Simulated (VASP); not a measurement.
# BaTiO3 (Pm-3m) in VASP: settings compared

The runs below take BaTiO3 through electric field gradients, with r2SCAN, LDA.

Program: VASP 6.6.1. These are calculated values, not measurements. Logs are shortened: lines on timing, memory, paths and dates and some standing lists are left out, and cuts for length are marked.

### Step 1. The cell of the first run

Symmetry: Pm-3m, No. 221, cubic system. Conventional cell: a = 4.006 Å, b = 4.006 Å, c = 4.006 Å, α = 90.00°, β = 90.00°, γ = 90.00°. Ba (site symmetry m-3m) has 12 O at 2.83 Å and 8 Ti at 3.47 Å within 3.7 Å. Within 2.7 Å of Ti (site symmetry m-3m) lie 6 O at 2.00 Å. Within 2.7 Å of O (site symmetry 4/mmm) lie 2 Ti at 2.00 Å.

### Step 2. Electric field gradients, r2SCAN

Input file POSCAR:

```
BaTiO3
1.0
    4.0060000000      0.0000000000      0.0000000000
    0.0000000000      4.0060000000      0.0000000000
    0.0000000000      0.0000000000      4.0060000000
Ba Ti O
1 1 3
Direct
    0.5000000000      0.5000000000      0.5000000000
    0.0000000000      0.0000000000      0.0000000000
    0.5000000000      0.0000000000      0.0000000000
    0.0000000000      0.5000000000      0.0000000000
    0.0000000000      0.0000000000      0.5000000000
```

Input file INCAR.step1:

```
ALGO = Normal
EDIFF = 1E-5
ENCUT = 1100
GGA = PE
GGA_COMPAT = F
ISMEAR = -1
LASPH = T
LCHARG = F
LREAL = F
LWAVE = T
NBANDS = 28
NELM = 120
PREC = Accurate
SIGMA = 0.02
```

Input file INCAR.step2:

```
ALGO = Normal
EDIFF = 1E-8
ENCUT = 1100
GGA_COMPAT = F
ISIF = 2
ISMEAR = -1
ISTART = 1
LASPH = T
LCHARG = F
LEFG = T
LMIXTAU = T
LREAL = F
LWAVE = F
METAGGA = R2SCAN
NBANDS = 28
NELM = 120
PREC = Accurate
SIGMA = 0.02
```

Input file KPOINTS:

```
k-points
0
Gamma
  8 8 8
```

Potentials or basis: VASP PAW PBE potentials, release 64 (Ba_sv, Ti_sv, O_h).

The run is started by

```
> cat potpaw_PBE.64/Ba_sv/POTCAR potpaw_PBE.64/Ti_sv/POTCAR potpaw_PBE.64/O_h/POTCAR > POTCAR
> cp INCAR.step1 INCAR
> mpirun -np 1 vasp_std > vasp.out
> cp INCAR.step2 INCAR
> mpirun -np 1 vasp_std > vasp.out
```

OUTCAR:

```text
EDIFF = 1E-8
   ENCUT = 1100
   ISIF = 2
   ISMEAR = -1
   ISTART = 1
   LASPH = T
   LREAL = F
   METAGGA = R2SCAN
   NELM = 120
   PREC = Accurate

 ion  position               nearest neighbor table
   1  0.500  0.500  0.500-   3 2.83   4 2.83   5 2.83   3 2.83   4 2.83   3 2.83   5 2.83   3 2.83
                             4 2.83   5 2.83   4 2.83   5 2.83   2 3.47   2 3.47   2 3.47   2 3.47
   2  0.000  0.000  0.000-   3 2.00   4 2.00   5 2.00   5 2.00   4 2.00   3 2.00   1 3.47   1 3.47
                             1 3.47   1 3.47   1 3.47   1 3.47   1 3.47   1 3.47
   3  0.500  0.000  0.000-   2 2.00   2 2.00   1 2.83   1 2.83   1 2.83   1 2.83
   4  0.000  0.500  0.000-   2 2.00   2 2.00   1 2.83   1 2.83   1 2.83   1 2.83
   5  0.000  0.000  0.500-   2 2.00   2 2.00   1 2.83   1 2.83   1 2.83   1 2.83

  LATTYP: Found a simple cubic cell.
 ALAT       =     4.0060000000

  Lattice vectors:

 A1 = (   4.0060000000,   0.0000000000,   0.0000000000)
 A2 = (   0.0000000000,   4.0060000000,   0.0000000000)
 A3 = (   0.0000000000,   0.0000000000,   4.0060000000)

Analysis of symmetry for initial positions (statically):
=====================================================================
 Subroutine PRICEL returns:
 Original cell was already a primitive cell.

 Routine SETGRP: Setting up the symmetry group for a
 simple cubic supercell.

 Subroutine GETGRP returns: Found 48 space group operations
 (whereof 48 operations were pure point group operations)
 out of a pool of 48 trial point group operations.

The static configuration has the point symmetry O_h .

Analysis of symmetry for dynamics (positions and initial velocities):
=====================================================================
 Subroutine PRICEL returns:
 Original cell was already a primitive cell.

 Routine SETGRP: Setting up the symmetry group for a
 simple cubic supercell.

 Subroutine GETGRP returns: Found 48 space group operations
 (whereof 48 operations were pure point group operations)
 out of a pool of 48 trial point group operations.

The dynamic configuration has the point symmetry O_h .

 Subroutine INISYM returns: Found 48 space group operations
 (whereof 48 operations are pure point group operations),
 and found     1 'primitive' translations

----------------------------------------------------------------------------------------

                                     Primitive cell

  volume of cell :      64.2884

  direct lattice vectors                    reciprocal lattice vectors
     4.006000000  0.000000000  0.000000000     0.249625562  0.000000000  0.000000000
     0.000000000  4.006000000  0.000000000     0.000000000  0.249625562  0.000000000
     0.000000000  0.000000000  4.006000000     0.000000000  0.000000000  0.249625562

  length of vectors
     4.006000000  4.006000000  4.006000000     0.249625562  0.249625562  0.249625562

  position of ions in fractional coordinates (direct lattice)
     0.500000000  0.500000000  0.500000000
     0.000000000  0.000000000  0.000000000
     0.500000000  0.000000000  0.000000000
     0.000000000  0.500000000  0.000000000
     0.000000000  0.000000000  0.500000000

  ion indices of the primitive-cell ions
   primitive index   ion index
                 1           1
                 2           2
                 3           3
                 4           4
                 5           5

----------------------------------------------------------------------------------------

 KPOINTS: k-points

Automatic generation of k-mesh.
 Grid dimensions read from file:
 generate k-points for:    8    8    8

 Generating k-lattice:

  Cartesian coordinates                     Fractional coordinates (reciprocal lattice)
[... 45 lines left out ...]
   dimension x,y,z NGX =    48 NGY =   48 NGZ =   48
   dimension x,y,z NGXF=    96 NGYF=   96 NGZF=   96
   ions per type =               1   1   3
   NGX,Y,Z   is equivalent  to a cutoff of  19.92, 19.92, 19.92 a.u.
   NGXF,Y,Z  is equivalent  to a cutoff of  39.84, 39.84, 39.84 a.u.
 SYSTEM =  unknown system
   PREC   = accura    normal or accurate (medium, high low for compatibility)
   ISTART =      1    job   : 0-new  1-cont  2-samecut
   ICHARG =      0    charge: 1-file 2-atom 10-const
   ISPIN  =      1    spin polarized calculation?
   LNONCOLLINEAR =      F non collinear calculations
   LSORBIT =      F    spin-orbit coupling
   LASPH  =      T    aspherical Exc in radial PAW
   ENCUT  = 1100.0 eV  80.85 Ry    8.99 a.u.  10.83 10.83 10.83*2*pi/ulx,y,z
   NELM   =    120;   NELMIN=  2; NELMDL=  0     # of ELM steps
   EDIFF  = 0.1E-07   stopping-criterion for ELM
   LREAL  =      F    real-space projection
   EDIFFG = 0.1E-06   stopping-criterion for IOM
   NSW    =      0    number of steps for IOM
   IBRION =     -1    ionic relax: 0-MD 1-quasi-New 2-CG
   NFREE  =      0    steps in history (QN), initial steepest desc. (CG)
   ISIF   =      2    stress and relaxation
   ISYM   =      2    0-nonsym 1-usesym 2-fastsym
   POTIM  = 0.5000    time-step for ionic-motion
   TEBEG  =    0.0;   TEEND  =   0.0 temperature during run
   PSTRESS=    0.0 pullay stress
   NELECT =      40.0000    total number of electrons
   NUPDOWN=      -1.0000    fix difference up-down
   EMIN   =  10.00;   EMAX   =-10.00  energy-range for DOS
   EFERMI =   0.00;   METHOD = LEGACY
   ISMEAR =    -1;   SIGMA  =   0.02  broadening in eV -4-tet -1-fermi 0-gaus
   EFERMI_NEDOS =   21; number of points for ismear=-14 and -15
   IALGO  =     38    algorithm
   IMIX   =      4    mixing-type and parameters
     AMIX     =   0.40;   BMIX     =  1.00
     AMIX_MAG =   1.60;   BMIX_MAG =  1.00
  volume/ion in A,a.u.               =      12.86        86.77
  Fermi-wavevector in a.u.,A,eV,Ry     =   1.397603  2.641087 26.576187  1.953295
  Thomas-Fermi vector in A             =   2.520843
   LORBIT       =      0    0 simple, 1 ext, 2 COOP (PROOUT), +10 PAW based schemes
   METAGGA = R2SCAN    functional components
   LHFCALC =     F    Hartree Fock is set to
   AEXX    =    0.0000 exact exchange contribution
   IVDW    =     0    specifies the selected vdW correction
   LEPSILON=     F    determine dielectric tensor
   LRPA    =     F    only Hartree local field effects (RPA)
 non-spin polarized calculation
  energy-cutoff  :     1100.00
  volume of cell :       64.29
 maximum number of plane-waves:      5400
 NGX is ok and might be reduce to    48
   NGX = 21   NGY = 21   NGZ = 21

 number of electron      40.0000000 magnetization

 Free energy of the ion-electron system (eV)
  ---------------------------------------------------
  ext. energy  EPLUGINS =         0.00000000
  ---------------------------------------------------
  free energy    TOTEN  =       -74.26950018 eV

  energy without entropy =      -74.26950018  energy(sigma->0) =      -74.26950018

 E-fermi :   4.4287     XC(G=0): -11.9080

 val. band max:        3.8632474684   @ k =   0.5000   0.5000   0.5000
 cond. band min:       5.9998064048   @ k =   0.0000   0.0000   0.0000
 fundamental gap:      2.1365589364
 Fermi energy:         4.4287273829

 k-point     1 :       0.0000    0.0000    0.0000
  band No.  band energies     occupation
      1     -55.0260      2.00000
      2     -30.1829      2.00000
      3     -30.1829      2.00000
      4     -30.1829      2.00000
      5     -21.6086      2.00000
      6     -13.9890      2.00000
[... 733 lines left out ...]
     27      12.6661      0.00000
     28      13.5652      0.00000

 [... further k-points ...]
[... 5 lines left out ...]
  --------------------------------------------------------------------------------------
  -------------------------------------------------------------------------------------
  Total        0.1526393      0.1526393      0.1526393     -0.0000000     -0.0000000      0.0000000
  in kB        3.8040308      3.8040308      3.8040308     -0.0000000     -0.0000000      0.0000000
  external PRESSURE =       3.8040308 kB  Pullay stress =       0.0000000 kB

 VOLUME and BASIS-vectors are now :
 -----------------------------------------------------------------------------
  energy-cutoff  :     1100.00
  volume of cell :       64.29
      direct lattice vectors                 reciprocal lattice vectors
     4.006000000  0.000000000  0.000000000     0.249625562  0.000000000  0.000000000
     0.000000000  4.006000000  0.000000000     0.000000000  0.249625562  0.000000000
     0.000000000  0.000000000  4.006000000     0.000000000  0.000000000  0.249625562

 POSITION                                       TOTAL-FORCE (eV/Angst)
 -----------------------------------------------------------------------------------
      2.00300      2.00300      2.00300         0.000000      0.000000      0.000000
      0.00000      0.00000      0.00000         0.000000      0.000000      0.000000
      2.00300      0.00000      0.00000         0.000000      0.000000      0.000000
      0.00000      2.00300      0.00000         0.000000      0.000000      0.000000
      0.00000      0.00000      2.00300         0.000000      0.000000      0.000000
 -----------------------------------------------------------------------------------
    total drift:                                0.000000      0.000000      0.000000

  FREE ENERGIE OF THE ION-ELECTRON SYSTEM (eV)
  ---------------------------------------------------
  free  energy   TOTEN  =       -74.2695001812 eV

  energy  without entropy=      -74.2695001812  energy(sigma->0) =      -74.26950018

 Electric field gradients (V/A^2)
---------------------------------------------------------------------
 ion       V_xx      V_yy      V_zz      V_xy      V_xz      V_yz
---------------------------------------------------------------------
   1       0.000     0.000     0.000     0.000     0.000     0.000
   2       0.000    -0.000    -0.000     0.000     0.000    -0.000
   3      30.737   -15.369   -15.369    -0.000     0.000    -0.000
   4     -15.369    30.737   -15.369    -0.000    -0.000     0.000
   5     -15.369   -15.369    30.737    -0.000     0.000    -0.000
---------------------------------------------------------------------

 Electric field gradients after diagonalization (V/A^2)
 (convention: |V_zz| > |V_xx| > |V_yy|)
----------------------------------------------------------------------
 ion       V_xx      V_yy      V_zz     asymmetry (V_yy - V_xx)/ V_zz
----------------------------------------------------------------------
   1       0.000     0.000     0.000      -0.173
   2      -0.000    -0.000     0.000       0.867
   3     -15.369   -15.369    30.737       0.000
   4     -15.369   -15.369    30.737       0.000
   5     -15.369   -15.369    30.737       0.000
----------------------------------------------------------------------

           NMR quadrupolar parameters

 Cq : quadrupolar parameter    Cq=e*Q*V_zz/h
 eta: asymmetry parameters     (V_yy - V_xx)/ V_zz
 Q  : nuclear electric quadrupole moment in mb (millibarn)
----------------------------------------------------------------------
 ion       Cq(MHz)       eta       Q (mb)
----------------------------------------------------------------------
   1       0.000      -0.173       1.000
   2       0.000       0.867       1.000
   3       0.074       0.000       1.000
   4       0.074       0.000       1.000
   5       0.074       0.000       1.000
----------------------------------------------------------------------
```

It took 11 min on 1 thread of Intel Xeon Platinum 8375C at 2.90GHz (Ice Lake), shared host; peak memory 0.5 GiB.

What came out:

* Free energy: -74.2695 eV
* Pressure: 0.4 GPa
* Band gap on the k mesh: 2.14 eV (least direct gap 2.29 eV)
* Largest electric field gradient by atom: Ba +0.0; Ti -0.0; O +30.7 V/Å²

Electric field gradients, principal values (V/Å²):
```tsv
atom	least	middle	greatest (by size)
1 Ba	0.000	0.000	0.000
2 Ti	0.000	0.000	0.000
3 O	-15.369	-15.369	30.737
4 O	-15.369	-15.369	30.737
5 O	-15.369	-15.369	30.737
```

Caveat: without QUAD_EFG the Cq values of the log hold for a quadrupole moment of 1 mb, not for the nuclei; the PAW data sets were made with another functional, which shifts forces and pressure a little; spin-orbit coupling is left out, which moves the levels of the heavy elements. A k mesh can miss the band edges.

### Step 3. Electric field gradients, LDA

Input file INCAR:

```
PREC = Accurate
ENCUT = 1000
EDIFF = 1E-8
ISMEAR = -1
SIGMA = 0.02
LREAL = False
LASPH = True
NELM = 120
ALGO = Normal
ISIF = 2
LWAVE = False
LCHARG = False
LEFG = True
NBANDS = 28
GGA_COMPAT = False
```

Input file KPOINTS:

```
Automatic mesh
0
Gamma
  8 8 8
```

POSCAR is that of step 2.

Potentials or basis: VASP PAW LDA potentials, release 64 (Ba_sv, Ti_sv, O_h).

The run is started by

```
> cat potpaw_LDA.64/Ba_sv/POTCAR potpaw_LDA.64/Ti_sv/POTCAR potpaw_LDA.64/O_h/POTCAR > POTCAR
> mpirun -np 1 vasp_std > vasp.out
```

OUTCAR:

```text
PREC = Accurate
   ENCUT = 1000
   EDIFF = 1E-8
   ISMEAR = -1
   LREAL = False
   LASPH = True
   NELM = 120
   ISIF = 2

 ion  position               nearest neighbor table
   1  0.500  0.500  0.500-   3 2.83   4 2.83   5 2.83   3 2.83   4 2.83   3 2.83   5 2.83   3 2.83
                             4 2.83   5 2.83   4 2.83   5 2.83   2 3.47   2 3.47   2 3.47   2 3.47
   2  0.000  0.000  0.000-   3 2.00   4 2.00   5 2.00   5 2.00   4 2.00   3 2.00   1 3.47   1 3.47
                             1 3.47   1 3.47   1 3.47   1 3.47   1 3.47   1 3.47
   3  0.500  0.000  0.000-   2 2.00   2 2.00   1 2.83   1 2.83   1 2.83   1 2.83
   4  0.000  0.500  0.000-   2 2.00   2 2.00   1 2.83   1 2.83   1 2.83   1 2.83
   5  0.000  0.000  0.500-   2 2.00   2 2.00   1 2.83   1 2.83   1 2.83   1 2.83

  LATTYP: Found a simple cubic cell.
 ALAT       =     4.0060000000

  Lattice vectors:

 A1 = (   4.0060000000,   0.0000000000,   0.0000000000)
 A2 = (   0.0000000000,   4.0060000000,   0.0000000000)
 A3 = (   0.0000000000,   0.0000000000,   4.0060000000)

Analysis of symmetry for initial positions (statically):
=====================================================================
 Subroutine PRICEL returns:
 Original cell was already a primitive cell.

 Routine SETGRP: Setting up the symmetry group for a
[... 954 lines left out ...]
    total drift:                                0.000000      0.000000     -0.000000

  FREE ENERGIE OF THE ION-ELECTRON SYSTEM (eV)
  ---------------------------------------------------
  free  energy   TOTEN  =       -44.1234229815 eV

  energy  without entropy=      -44.1234229815  energy(sigma->0) =      -44.12342298

 Electric field gradients (V/A^2)
---------------------------------------------------------------------
 ion       V_xx      V_yy      V_zz      V_xy      V_xz      V_yz
---------------------------------------------------------------------
   1      -0.000    -0.000    -0.000     0.000     0.000     0.000
   2      -0.000    -0.000    -0.000    -0.000    -0.000    -0.000
   3      21.636   -10.818   -10.818     0.000     0.000     0.000
   4     -10.818    21.636   -10.818    -0.000     0.000     0.000
   5     -10.818   -10.818    21.636    -0.000    -0.000    -0.000
---------------------------------------------------------------------

 Electric field gradients after diagonalization (V/A^2)
 (convention: |V_zz| > |V_xx| > |V_yy|)
----------------------------------------------------------------------
 ion       V_xx      V_yy      V_zz     asymmetry (V_yy - V_xx)/ V_zz
----------------------------------------------------------------------
   1      -0.000    -0.000    -0.000      -0.066
   2      -0.000    -0.000    -0.000      -0.415
   3     -10.818   -10.818    21.636       0.000
   4     -10.818   -10.818    21.636       0.000
   5     -10.818   -10.818    21.636       0.000
----------------------------------------------------------------------

           NMR quadrupolar parameters

 Cq : quadrupolar parameter    Cq=e*Q*V_zz/h
 eta: asymmetry parameters     (V_yy - V_xx)/ V_zz
 Q  : nuclear electric quadrupole moment in mb (millibarn)
----------------------------------------------------------------------
 ion       Cq(MHz)       eta       Q (mb)
----------------------------------------------------------------------
   1      -0.000      -0.066       1.000
   2      -0.000      -0.415       1.000
   3       0.052       0.000       1.000
   4       0.052       0.000       1.000
   5       0.052       0.000       1.000
----------------------------------------------------------------------
```

OSZICAR:

```text
N       E                     dE             d eps       ncg     rms          rms(c)
DAV:   1     0.589084025205E+03    0.58908E+03   -0.29424E+04  1960   0.247E+03
DAV:   2     0.529498165133E+02   -0.53613E+03   -0.51299E+03  2076   0.547E+02
DAV:   3    -0.484088353543E+02   -0.10136E+03   -0.95997E+02  2736   0.190E+02
DAV:   4    -0.545752320331E+02   -0.61664E+01   -0.61416E+01  2492   0.465E+01
DAV:   5    -0.547976501175E+02   -0.22242E+00   -0.22220E+00  2976   0.870E+00    0.226E+01
DAV:   6    -0.444417890353E+02    0.10356E+02   -0.56152E+01  2864   0.648E+01    0.102E+01
DAV:   7    -0.443539264561E+02    0.87863E-01   -0.10829E+01  2688   0.231E+01    0.669E+00
DAV:   8    -0.441530647147E+02    0.20086E+00   -0.75236E-01  2304   0.733E+00    0.353E+00
DAV:   9    -0.441520369339E+02    0.10278E-02   -0.37690E-01  2892   0.511E+00    0.153E+00
DAV:  10    -0.441290030539E+02    0.23034E-01   -0.14998E-01  2312   0.395E+00    0.695E-01
DAV:  11    -0.441236015775E+02    0.54015E-02   -0.23576E-02  2492   0.900E-01    0.182E-01
DAV:  12    -0.441236841320E+02   -0.82555E-04   -0.34170E-03  2508   0.558E-01    0.121E-01
DAV:  13    -0.441234478530E+02    0.23628E-03   -0.56916E-04  2428   0.254E-01    0.479E-02
DAV:  14    -0.441234230802E+02    0.24773E-04   -0.73649E-05  3044   0.761E-02    0.752E-03
DAV:  15    -0.441234240528E+02   -0.97259E-06   -0.66892E-06  2376   0.205E-02    0.934E-03
DAV:  16    -0.441234230027E+02    0.10502E-05   -0.44516E-06  2492   0.214E-02    0.174E-03
DAV:  17    -0.441234229878E+02    0.14887E-07   -0.21584E-07  2560   0.313E-03    0.124E-03
DAV:  18    -0.441234229815E+02    0.62901E-08   -0.14615E-08  1836   0.892E-04
   1 F= -.44123423E+02 E0= -.44123423E+02  d E =-.890563E-15
```

stdout:

```text
POSCAR found type information on POSCAR BaTiO
 POSCAR found :  3 types and       5 ions
 scaLAPACK will be used
 LDA part: xc-table for (Slater(with rela. corr.)+CA(PZ))
 , standard interpolation
 POSCAR, INCAR and KPOINTS ok, starting setup
 FFT: planning ... GRIDC
 FFT: planning ... GRID_SOFT
 FFT: planning ... GRID
 WAVECAR not read
 entering main loop
ion   1

ion   2

ion   3

ion   4

ion   5
```

Wall time 2.8 min (1 thread of Intel Xeon Platinum 8259CL at 2.50GHz (Skylake/Cascade Lake), shared host); peak memory 0.34 GiB.

Results:

```
Free energy                             : -44.1234 eV
Pressure                                : -7.2 GPa
Band gap on the k mesh                  : 1.66 eV (least direct gap 1.80 eV)
Largest electric field gradient by atom : Ba -0.0; Ti -0.0; O +21.6 V/Å²
```

Levels at points of the mesh, in eV from the valence-band top:
```tsv
k point	band 16	band 17	band 18	band 19	band 20	band 21	band 22	band 23	band 24	band 25
(0.00, 0.00, 0.00)	-1.11	-1.11	-0.14	-0.14	-0.14	1.66	1.66	1.66	3.93	3.93
(0.50, 0.00, 0.00)	-1.97	-1.86	-1.86	-0.72	-0.72	1.82	3.45	3.45	3.94	5.94
(0.50, 0.50, 0.00)	-2.74	-1.73	-0.87	-0.87	-0.09	3.46	3.46	3.86	4.78	7.68
(0.50, 0.50, 0.50)	-2.41	-2.41	0.00	0.00	0.00	4.13	4.13	4.13	6.65	6.65
```

Electric field gradients, principal values (V/Å²):
```tsv
atom	least	middle	greatest (by size)
1 Ba	0.000	0.000	0.000
2 Ti	0.000	0.000	0.000
3 O	-10.818	-10.818	21.636
4 O	-10.818	-10.818	21.636
5 O	-10.818	-10.818	21.636
```

Caveat: the cell stands under tension; without QUAD_EFG the Cq values of the log hold for a quadrupole moment of 1 mb, not for the nuclei; spin-orbit coupling is left out, which moves the levels of the heavy elements. A k mesh can miss the band edges.
